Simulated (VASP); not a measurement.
Crystal: MgS.

```
Mg S
1.0
     0.00000    2.83312    2.83312
     2.83312    0.00000    2.83312
     2.83312    2.83312    0.00000
Mg S
1 1
Cartesian
  0.0000 0.0000 0.0000
  4.2497 4.2497 4.2497
```

* Program: VASP 6.6.1
* Task: relaxation of cell and atoms
* Functional: LDA
* Potentials or basis: VASP PAW LDA potentials, release 64 (Mg, S)
* Cutoff: 600 eV
* k mesh: 7 × 7 × 7
* Occupations: gaussian, width 0.01 eV
* Spin: no spin polarisation

At the start: pressure -2.5 GPa; volume 22.74 Å³/atom.

Problem. How do energy, volume and symmetry change on relaxing?

Solution. Over 3 steps the energy falls by 7.9 meV/atom and the volume is 21.77 Å³/atom (-4.3 %); space group F-43m (No. 216, to 0.05 Å).

Step by step:
| step | energy change (eV) | largest force (eV/Å) | pressure (GPa) | volume (Å³) |
| --- | --- | --- | --- | --- |
| 1 | 0.0000 | 0.0000 | -2.50 | 45.48 |
| 2 | -0.0151 | 0.0000 | 0.53 | 43.18 |
| 3 | -0.0157 | 0.0000 | 0.00 | 43.54 |

Final structure:
```
Mg S
1.0
     0.00000    2.79226    2.79226
     2.79226    0.00000    2.79226
     2.79226    2.79226    0.00000
Mg S
1 1
Direct
  0.00000 0.00000 0.00000
  0.75000 0.75000 0.75000
```
